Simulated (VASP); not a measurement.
## KAlPb3: single point with PBE

The system is KAlPb3.

```xyz
10
Lattice="8.1991 0.0000 0.0000 -4.0996 7.1006 0.0000 0.0000 0.0000 5.5759" Properties=species:S:1:pos:R:3 pbc="T T T"
K     0.0000    4.7338    4.1819
K     4.0996    2.3669    1.3940
Al    0.0000    0.0000    2.7880
Al    0.0000    0.0000    0.0000
Pb    0.0000    2.6143    1.3940
Pb    5.9351    1.3071    4.1819
Pb    4.0996    4.4864    4.1819
Pb   -1.8355    5.7935    1.3940
Pb    1.8355    5.7935    1.3940
Pb    2.2640    1.3071    4.1819
```

| Quantity | Value |
| --- | --- |
| Program | VASP 6.6.1 |
| Task | single point |
| Functional | PBE |
| Potentials or basis | VASP PAW PBE potentials, release 64 (K_sv, Al, Pb_d) |
| Cutoff | 500 eV |
| k mesh | 3 × 3 × 4 |
| Occupations | gaussian, width 0.1 eV |
| Spin | no spin polarisation |

The pressure is 0.1 GPa, the largest force is 0.013 eV/Å and the band gap on the k mesh is zero (bands 54 and 55 overlap by 1.37 eV).

Forces in eV/Å, atoms in the order of the input:
```
K    0.000  0.000  0.000
K    0.000  0.000  0.000
Al   0.000  0.000  0.000
Al   0.000  0.000  0.000
Pb   0.000 -0.013  0.000
Pb   0.011 -0.006  0.000
Pb   0.000  0.013  0.000
Pb  -0.011  0.006  0.000
Pb   0.011  0.006  0.000
Pb  -0.011 -0.006  0.000
```

Stress tensor (GPa, compression positive):
```
0.08 0.00 0.00
0.00 0.08 0.00
0.00 0.00 0.17
```

Levels at points of the mesh, in eV from the Fermi level:
| k point | band 50 | band 51 | band 52 | band 53 | band 54 | band 55 | band 56 | band 57 | band 58 | band 59 |
| --- | --- | --- | --- | --- | --- | --- | --- | --- | --- | --- |
| (0.00, 0.00, 0.00) | -1.22 | -1.22 | -1.04 | -1.04 | 0.80 | 0.86 | 0.86 | 1.13 | 1.16 | 1.81 |
| (0.00, 0.00, 0.50) | -2.47 | -0.71 | -0.71 | 1.23 | 1.23 | 1.23 | 1.23 | 1.92 | 1.92 | 2.11 |

It took 4.9 min on 1 thread of Intel Xeon 8259CL, on a shared host, peak memory 0.47 GiB.

Caveat: spin-orbit coupling is left out, which moves the levels of the heavy elements.
